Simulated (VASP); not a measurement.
Runs of VASP 6.6.1 on SrO. The structure is cubic, space group F-43m (No. 216). The conventional cell has a = 5.585 Å, b = 5.585 Å, c = 5.585 Å, α = 90.00°, β = 90.00°, γ = 90.00°. Sr (site symmetry -43m) has 4 O at 2.42 Å within 3.2 Å. O (site symmetry -43m) has 4 Sr at 2.42 Å within 3.2 Å. 

```csv
level,k mesh,cutoff (eV),grid for exact exchange (PRECFOCK),share of exact exchange,screening parameter,gap on the mesh (eV),pressure (GPa)
PBE,6 × 6 × 6,600,-,-,-,2.53,1.4
r2SCAN,6 × 6 × 6,660,-,-,-,2.91,0.4
PBE-based screened hybrid,4 × 4 × 4,520,Normal,0.15,0.5 1/Å,(d),0.7
PBE,3 × 3 × 3,600,-,-,-,2.76,(b)
PBE-based global hybrid,4 × 4 × 4,520,Normal,0.5,-,(c),-1.3
PBE-based screened hybrid,4 × 4 × 4,520,Normal,0.5,0.3 1/Å,4.80,(a)
PBE-based screened hybrid,4 × 4 × 4,520,Normal,0.3,0.2078 1/Å,4.13,-0.2
```

Alike in all rows: task single point; potentials or basis VASP PAW PBE potentials, release 64 (Sr_sv, O); no spin polarisation; cell as given; smearing gaussian 0.01 eV.

**Question.** Estimate the missing entries.

**Answer.** (a) -1.1; (b) 1.5; (c) 6.78; (d) 2.97.

Caveats: some runs use coarse meshes; the PAW data sets were made with another functional, which shifts forces and pressure a little (some runs).

A k mesh can miss the band edges, and the runs leave out spin-orbit coupling on Sr.
